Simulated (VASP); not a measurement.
# SbP (Cmcm) in VASP: further runs

SbP is run at these levels: PBE; tasks: relaxation of cell and atoms, single point.

Program: VASP 6.6.1. These are calculated values, not measurements. Logs are shortened: lines on timing, memory, paths and dates and some standing lists are left out, and cuts for length are marked.

### 1 The cell of the first run

The structure is orthorhombic, space group Cmcm (No. 63). The conventional cell has a = 3.967 Å, b = 12.111 Å, c = 4.023 Å, α = 90.00°, β = 90.00°, γ = 90.00°. Sb (site symmetry m2m) has 5 P at 2.56 to 2.84 Å within 3.4 Å. Within 3.4 Å of P (site symmetry m2m) lie 5 Sb at 2.56 to 2.84 Å.

### 2 Relaxation of cell and atoms, PBE

Contents of INCAR:

```
  PREC = Accurate
  ENCUT = 600
  EDIFF = 1E-6
  ISMEAR = 0
  SIGMA = 0.1
  LREAL = F
  LASPH = T
  NELM = 100
  ALGO = Normal
  ISIF = 3
  LWAVE = F
  LCHARG = F
  GGA = PE
  IBRION = 2
  NSW = 100
  EDIFFG = -0.01
```

Contents of KPOINTS:

```
regular mesh
0
Gamma
  12 12 12
```

Contents of POSCAR:

```
SbP
1.0
    1.9832843844     -6.0557162477      0.0000000000
    1.9832843844      6.0557162477      0.0000000000
    0.0000000000      0.0000000000      4.0234384121
Sb P
2 2
Direct
    0.1306806316      0.8693193684      0.2500000000
    0.8693193684      0.1306806316      0.7500000000
    0.3417642827      0.6582357173      0.2500000000
    0.6582357173      0.3417642827      0.7500000000
```

Potentials or basis: VASP PAW PBE potentials, release 64 (Sb, P).

Launch:

```
cat potpaw_PBE.64/Sb/POTCAR potpaw_PBE.64/P/POTCAR > POTCAR
mpirun -np 1 vasp_std > vasp.out
```

OUTCAR:

```text
PREC = Accurate
   ENCUT = 600
   EDIFF = 1E-6
   ISMEAR = 0
   LREAL = F
   LASPH = T
   NELM = 100
   ISIF = 3
   GGA = PE
   IBRION = 2
   NSW = 100
   EDIFFG = -0.01

 ion  position               nearest neighbor table
   1  0.131  0.869  0.250-   3 2.56   4 2.84   4 2.84   4 2.84   4 2.84   2 3.75   2 3.75
   2  0.869  0.131  0.750-   4 2.56   3 2.84   3 2.84   3 2.84   3 2.84   1 3.75   1 3.75
   3  0.342  0.658  0.250-   1 2.56   2 2.84   2 2.84   2 2.84   2 2.84
   4  0.658  0.342  0.750-   2 2.56   1 2.84   1 2.84   1 2.84   1 2.84

  LATTYP: Found a base centered orthorhombic cell.
 ALAT       =     3.9665687688
 B/A-ratio  =     3.0533776675
 C/A-ratio  =     1.0143372387

  Lattice vectors:

 A1 = (   1.9832843844,  -6.0557162477,   0.0000000000)
 A2 = (   1.9832843844,   6.0557162477,   0.0000000000)
 A3 = (   0.0000000000,   0.0000000000,   4.0234384121)

Analysis of symmetry for initial positions (statically):
=====================================================================
 Subroutine PRICEL returns:
 Original cell was already a primitive cell.

 Routine SETGRP: Setting up the symmetry group for a
 base centered orthorhombic supercell.

 Subroutine GETGRP returns: Found  8 space group operations
 (whereof  4 operations were pure point group operations)
 out of a pool of  8 trial point group operations.

The static configuration has the point symmetry C_2h.
 The point group associated with its full space group is D_2h.

Analysis of symmetry for dynamics (positions and initial velocities):
=====================================================================
 Subroutine PRICEL returns:
 Original cell was already a primitive cell.

 Routine SETGRP: Setting up the symmetry group for a
 base centered orthorhombic supercell.

 Subroutine GETGRP returns: Found  8 space group operations
 (whereof  4 operations were pure point group operations)
 out of a pool of  8 trial point group operations.

The dynamic configuration has the point symmetry C_2h.
 The point group associated with its full space group is D_2h.

 Subroutine INISYM returns: Found  8 space group operations
 (whereof  4 operations are pure point group operations),
 and found     1 'primitive' translations

----------------------------------------------------------------------------------------

                                     Primitive cell

  volume of cell :      96.6447

  direct lattice vectors                    reciprocal lattice vectors
     1.983284384 -6.055716248  0.000000000     0.252107062 -0.082566616  0.000000000
     1.983284384  6.055716248  0.000000000     0.252107062  0.082566616  0.000000000
     0.000000000  0.000000000  4.023438412     0.000000000  0.000000000  0.248543633

  length of vectors
     6.372214389  6.372214389  4.023438412     0.265283277  0.265283277  0.248543633

  position of ions in fractional coordinates (direct lattice)
     0.130680632  0.869319368  0.250000000
     0.869319368  0.130680632  0.750000000
     0.341764283  0.658235717  0.250000000
     0.658235717  0.341764283  0.750000000

  ion indices of the primitive-cell ions
   primitive index   ion index
                 1           1
                 2           2
                 3           3
                 4           4

----------------------------------------------------------------------------------------

 KPOINTS: regular mesh

Automatic generation of k-mesh.
 Grid dimensions read from file:
 generate k-points for:   12   12   12

 Generating k-lattice:

  Cartesian coordinates                     Fractional coordinates (reciprocal lattice)
     0.021008922 -0.006880551  0.000000000     0.083333333  0.000000000  0.000000000
     0.021008922  0.006880551  0.000000000     0.000000000  0.083333333  0.000000000
     0.000000000  0.000000000  0.020711969     0.000000000  0.000000000  0.083333333

  Length of vectors
     0.022106940  0.022106940  0.020711969

  Shift w.r.t. Gamma in fractional coordinates (k-lattice)
     0.000000000  0.000000000  0.000000000

 Subroutine IBZKPT returns following result:
 ===========================================

 Found    301 irreducible k-points:

 Following reciprocal coordinates:
            Coordinates               Weight
  0.000000  0.000000  0.000000      1.000000
  0.083333  0.000000  0.000000      4.000000
  0.166667  0.000000  0.000000      4.000000
  0.250000  0.000000  0.000000      4.000000
  0.333333  0.000000  0.000000      4.000000
  0.416667 -0.000000  0.000000      4.000000
[... 16 lines left out ...]
  0.500000  0.166667  0.000000      4.000000
 -0.416667  0.166667  0.000000      4.000000
 [... further k-points ...]
   k-points           NKPTS =    301   k-points in BZ     NKDIM =    301   number of bands    NBANDS=     14
   number of dos      NEDOS =    301   number of ions     NIONS =      4
   total plane-waves  NPLWV =  93312
   dimension x,y,z NGX =    54 NGY =   54 NGZ =   32
   dimension x,y,z NGXF=   108 NGYF=  108 NGZF=   64
   ions per type =               2   2
   NGX,Y,Z   is equivalent  to a cutoff of  14.09, 14.09, 13.22 a.u.
   NGXF,Y,Z  is equivalent  to a cutoff of  28.18, 28.18, 26.44 a.u.
 SYSTEM =  unknown system
   PREC   = accura    normal or accurate (medium, high low for compatibility)
   ISTART =      0    job   : 0-new  1-cont  2-samecut
   ICHARG =      2    charge: 1-file 2-atom 10-const
   ISPIN  =      1    spin polarized calculation?
   LNONCOLLINEAR =      F non collinear calculations
   LSORBIT =      F    spin-orbit coupling
   LASPH  =      T    aspherical Exc in radial PAW
   ENCUT  =  600.0 eV  44.10 Ry    6.64 a.u.  12.73 12.73  8.04*2*pi/ulx,y,z
   NELM   =    100;   NELMIN=  2; NELMDL= -5     # of ELM steps
   EDIFF  = 0.1E-05   stopping-criterion for ELM
   LREAL  =      F    real-space projection
   EDIFFG = -.1E-01   stopping-criterion for IOM
   NSW    =    100    number of steps for IOM
   IBRION =      2    ionic relax: 0-MD 1-quasi-New 2-CG
   NFREE  =      1    steps in history (QN), initial steepest desc. (CG)
   ISIF   =      3    stress and relaxation
   ISYM   =      2    0-nonsym 1-usesym 2-fastsym
   POTIM  = 0.5000    time-step for ionic-motion
   TEBEG  =    0.0;   TEEND  =   0.0 temperature during run
   PSTRESS=    0.0 pullay stress
   NELECT =      20.0000    total number of electrons
   NUPDOWN=      -1.0000    fix difference up-down
   EMIN   =  10.00;   EMAX   =-10.00  energy-range for DOS
   EFERMI =   0.00;   METHOD = LEGACY
   ISMEAR =     0;   SIGMA  =   0.10  broadening in eV -4-tet -1-fermi 0-gaus
   EFERMI_NEDOS =   21; number of points for ismear=-14 and -15
   IALGO  =     38    algorithm
   IMIX   =      4    mixing-type and parameters
     AMIX     =   0.40;   BMIX     =  1.00
     AMIX_MAG =   1.60;   BMIX_MAG =  1.00
  volume/ion in A,a.u.               =      24.16       163.05
  Fermi-wavevector in a.u.,A,eV,Ry     =   0.968335  1.829887 12.757806  0.937672
  Thomas-Fermi vector in A             =   2.098296
   LORBIT       =      0    0 simple, 1 ext, 2 COOP (PROOUT), +10 PAW based schemes
   GGA     = PE    functional components
   LHFCALC =     F    Hartree Fock is set to
   AEXX    =    0.0000 exact exchange contribution
   IVDW    =     0    specifies the selected vdW correction
   LEPSILON=     F    determine dielectric tensor
   LRPA    =     F    only Hartree local field effects (RPA)
 conjugate gradient relaxation of ions
 non-spin polarized calculation
 Gauss-broadening in eV      SIGMA  =   0.10
  energy-cutoff  :      600.00
  volume of cell :       96.64
 maximum number of plane-waves:      3256
 NGX is ok and might be reduce to    54
   NGX = 25   NGY = 25   NGZ = 17

--------------------------------------- Ionic step        1  -------------------------------------------

 number of electron      19.9999999 magnetization

 Free energy of the ion-electron system (eV)
  ---------------------------------------------------
  ext. energy  EPLUGINS =         0.00000000
  ---------------------------------------------------
  free energy    TOTEN  =       -18.38337662 eV

  energy without entropy =      -18.38061262  energy(sigma->0) =      -18.38199462

------------------------ aborting loop because EDIFF is reached ----------------------------------------

  FORCE on cell =-STRESS in cart. coord.  units (eV):
  Direction    XX          YY          ZZ          XY          YZ          ZX
  --------------------------------------------------------------------------------------
  -------------------------------------------------------------------------------------
  Total        0.0145050      0.0715818     -0.1773477      0.0000000      0.0000000      0.0000000
  in kB        0.2404648      1.1866851     -2.9400739      0.0000000      0.0000000      0.0000000
  external PRESSURE =      -0.5043080 kB  Pullay stress =       0.0000000 kB

 VOLUME and BASIS-vectors are now :
 -----------------------------------------------------------------------------
  energy-cutoff  :      600.00
  volume of cell :       96.64
      direct lattice vectors                 reciprocal lattice vectors
     1.983284384 -6.055716248  0.000000000     0.252107062 -0.082566616  0.000000000
     1.983284384  6.055716248  0.000000000     0.252107062  0.082566616  0.000000000
     0.000000000  0.000000000  4.023438412     0.000000000  0.000000000  0.248543633
[... 191 lines left out ...]
 POSITION                                       TOTAL-FORCE (eV/Angst)
 -----------------------------------------------------------------------------------
      1.98625      4.47488      1.00234         0.000000      0.011846      0.000000
      1.98625     -4.47488      3.00702         0.000000     -0.011846     -0.000000
      1.98625      1.91519      1.00234         0.000000     -0.004588     -0.000000
      1.98625     -1.91519      3.00702         0.000000      0.004588      0.000000
 -----------------------------------------------------------------------------------
    total drift:                               -0.000000      0.000000      0.000000

  FREE ENERGIE OF THE ION-ELECTRON SYSTEM (eV)
  ---------------------------------------------------
  free  energy   TOTEN  =       -18.3838224870 eV

  energy  without entropy=      -18.3809177792  energy(sigma->0) =      -18.38237013

--------------------------------------- Ionic step        7  -------------------------------------------

 number of electron      19.9999999 magnetization

 Free energy of the ion-electron system (eV)
  ---------------------------------------------------
  ext. energy  EPLUGINS =         0.00000000
  ---------------------------------------------------
  free energy    TOTEN  =       -18.38382402 eV

  energy without entropy =      -18.38092237  energy(sigma->0) =      -18.38237319

 E-fermi :   6.9587     XC(G=0):  -9.7910

 val. band max:        6.9284531484   @ k =   0.4167   0.3333   0.3333
 cond. band min:       6.9592327537   @ k =  -0.0833   0.0833   0.4167
 fundamental gap:      0.0307796053
 Fermi energy:         6.9586908747

 k-point     1 :       0.0000    0.0000    0.0000
  band No.  band energies     occupation
      1      -6.6783      2.00000
      2      -3.8173      2.00000
      3      -0.6412      2.00000
      4       0.6593      2.00000
      5       2.7539      2.00000
      6       2.9702      2.00000
      7       3.3400      2.00000
      8       4.7494      2.00000
      9       5.1105      2.00000
     10       6.8554      1.85595
     11       9.4477      0.00000
     12       9.8932      0.00000
     13      10.6453      0.00000
     14      10.8409      0.00000

 k-point     2 :       0.0833    0.0000    0.0000
  band No.  band energies     occupation
      1      -6.6150      2.00000
      2      -3.7727      2.00000
      3      -0.8540      2.00000
      4       0.6855      2.00000
      5       2.3867      2.00000
      6       3.0408      2.00000
      7       3.4467      2.00000
      8       5.1216      2.00000
      9       5.1679      2.00000
     10       6.8033      1.97205
[... 362 lines left out ...]
 k-point    24 :      -0.4167    0.1667    0.0000
  band No.  band energies     occupation
      1      -6.0045      2.00000
      2      -3.7487      2.00000
      3      -2.2422      2.00000
      4       0.4555      2.00000
      5       2.6833      2.00000
      6       3.7119      2.00000
      7       3.9914      2.00000
      8       5.4005      2.00000
      9       5.6887      2.00000
     10       6.3822      2.00000
     11       7.9179      0.00000
     12       8.2631      0.00000
     13       8.6227      0.00000
     14      10.2755      0.00000

 [... further k-points ...]
[... 5 lines left out ...]
  --------------------------------------------------------------------------------------
  -------------------------------------------------------------------------------------
  Total       -0.0250208     -0.0010589      0.0220491      0.0000000     -0.0000000      0.0000000
  in kB       -0.4158137     -0.0175973      0.3664274      0.0000000     -0.0000000      0.0000000
  external PRESSURE =      -0.0223279 kB  Pullay stress =       0.0000000 kB

 VOLUME and BASIS-vectors are now :
 -----------------------------------------------------------------------------
  energy-cutoff  :      600.00
  volume of cell :       96.41
      direct lattice vectors                 reciprocal lattice vectors
     1.986556407 -6.052231161 -0.000000000     0.251691821 -0.082614161  0.000000000
     1.986556407  6.052231161  0.000000000     0.251691821  0.082614161 -0.000000000
     0.000000000  0.000000000  4.009278885     0.000000000 -0.000000000  0.249421412

 POSITION                                       TOTAL-FORCE (eV/Angst)
 -----------------------------------------------------------------------------------
      1.98656      4.47482      1.00232         0.000000      0.009849      0.000000
      1.98656     -4.47482      3.00696         0.000000     -0.009849     -0.000000
      1.98656      1.91507      1.00232         0.000000     -0.004758     -0.000000
      1.98656     -1.91507      3.00696         0.000000      0.004758      0.000000
 -----------------------------------------------------------------------------------
    total drift:                               -0.000000      0.000000     -0.000000

  FREE ENERGIE OF THE ION-ELECTRON SYSTEM (eV)
  ---------------------------------------------------
  free  energy   TOTEN  =       -18.3838240229 eV

  energy  without entropy=      -18.3809223667  energy(sigma->0) =      -18.38237319

 reached required accuracy - stopping structural energy minimisation
```

Run time: 16 min. Hardware: 1 thread of Intel Xeon Platinum 8488C (Sapphire Rapids), shared host; peak memory 0.68 GiB.

What came out:

```
Free energy                            : -18.3838 eV
Relaxed volume                         : 24.10 Å³/atom
Relaxed cell                           : a = 6.370 Å, b = 6.370 Å, c = 4.009 Å, α = 90.00°, β = 90.00°, γ = 143.66°
Space group after relaxing (to 0.05 Å) : Cmcm (No. 63)
Energy gained by relaxing              : 0.1 meV/atom
Ionic steps                            : 7
Pressure after relaxing                : 0.0 GPa
Largest force after relaxing           : 0.010 eV/Å
Band gap on the k mesh                 : zero (band 10 reaches 7.22 eV, above the bottom of band 11 at 6.75 eV)
```

Forces in eV/Å, atoms in the order of the input:
```
Sb   0.000  0.010  0.000
Sb   0.000 -0.010  0.000
P    0.000 -0.005  0.000
P    0.000  0.005  0.000
```

The path:
| step | energy change (eV) | largest force (eV/Å) | pressure (GPa) | volume (Å³) |
| --- | --- | --- | --- | --- |
| 1 | 0.0000 | 0.0334 | -0.05 | 96.64 |
| 2 | -0.0003 | 0.0106 | -0.04 | 96.54 |
| 3 | -0.0003 | 0.0130 | -0.05 | 96.53 |
| 4 | -0.0004 | 0.0186 | 0.03 | 96.41 |
| 5 | -0.0004 | 0.0207 | 0.06 | 96.38 |
| 6 | -0.0004 | 0.0118 | 0.01 | 96.40 |
| 7 | -0.0004 | 0.0098 | 0.00 | 96.41 |

Final structure:
```
Sb P
1.0
     1.98656   -6.05223    0.00000
     1.98656    6.05223    0.00000
     0.00000    0.00000    4.00928
Sb P
2 2
Direct
  0.13032 0.86968 0.25000
  0.86968 0.13032 0.75000
  0.34179 0.65821 0.25000
  0.65821 0.34179 0.75000
```

Caveat: spin-orbit coupling is left out, which moves the levels of the heavy elements.

### 3 Single point, PBE

Contents of INCAR:

```
PREC     = Accurate       # precision mode
ENCUT    = 520            # plane-wave cutoff, eV
EDIFF    = 1E-6           # SCF threshold, eV
ISMEAR   = 0              # smearing method
SIGMA    = 0.1            # smearing width, eV
LREAL    = F              # projectors in reciprocal space
LASPH    = T              # aspherical terms in the spheres
NELM     = 100            # most SCF steps
ALGO     = Normal         # electronic algorithm
ISIF     = 2              # what is computed and relaxed
LWAVE    = F              # write WAVECAR
LCHARG   = F              # write CHGCAR
GGA      = PE             # functional
NBANDS   = 18             # bands
```

KPOINTS is that of step 2.

Contents of POSCAR:

```
SbP
1.0
    1.9852805198     -6.0569930668      0.0000000000
    1.9852805198      6.0569930668      0.0000000000
    0.0000000000      0.0000000000      4.0129761154
Sb P
2 2
Direct
    0.1303968675      0.8696031325      0.2500000000
    0.8696031325      0.1303968675      0.7500000000
    0.3415352302      0.6584647698      0.2500000000
    0.6584647698      0.3415352302      0.7500000000
```

Potentials or basis: VASP PAW PBE potentials, release 64 (Sb, P).

Launch:

```
cat potpaw_PBE.64/Sb/POTCAR potpaw_PBE.64/P/POTCAR > POTCAR
mpirun -np 1 vasp_std > vasp.out
```

Run time: 3.8 min. Hardware: 1 thread of AMD EPYC 9R45 (Zen 5), shared host; peak memory 0.56 GiB.

Results (log left out):

| Property | Result |
| --- | --- |
| Free energy | -18.3835 eV |
| Pressure | 0.0 GPa |
| Largest force | 0.021 eV/Å |
| Band gap on the k mesh | zero (band 10 reaches 7.21 eV, above the bottom of band 11 at 6.73 eV) |

Forces on the atoms (eV/Å):
```
Sb   0.000  0.021  0.000
Sb   0.000 -0.021  0.000
P    0.000 -0.019  0.000
P    0.000  0.019  0.000
```

Stress tensor (GPa, compression positive):
```
-0.03  0.00  0.00
 0.00  0.10  0.00
 0.00  0.00 -0.07
```

Levels at points of the mesh, in eV from the Fermi level:
| k point | band 7 | band 8 | band 9 | band 10 | band 11 | band 12 | band 13 | band 14 |
| --- | --- | --- | --- | --- | --- | --- | --- | --- |
| (0.00, 0.00, 0.00) | -3.61 | -2.19 | -1.86 | -0.11 | 2.49 | 2.93 | 3.67 | 3.88 |
| (0.50, 0.00, 0.00) | -1.60 | -1.60 | -0.98 | -0.79 | 0.28 | 0.76 | 1.12 | 1.40 |
| (0.50, 0.50, 0.00) | -3.62 | -2.34 | -1.73 | -1.59 | 0.26 | 2.49 | 3.45 | 3.81 |
| (0.00, 0.00, 0.50) | -1.41 | -1.41 | -0.60 | -0.60 | 0.40 | 0.40 | 1.07 | 1.07 |
| (0.50, 0.00, 0.50) | -4.46 | -4.46 | -2.30 | -2.30 | 1.85 | 1.85 | 4.64 | 4.64 |
| (0.50, 0.50, 0.50) | -1.60 | -1.60 | -1.21 | -1.21 | 0.85 | 0.85 | 1.42 | 1.42 |

Caveat: spin-orbit coupling is left out, which moves the levels of the heavy elements.
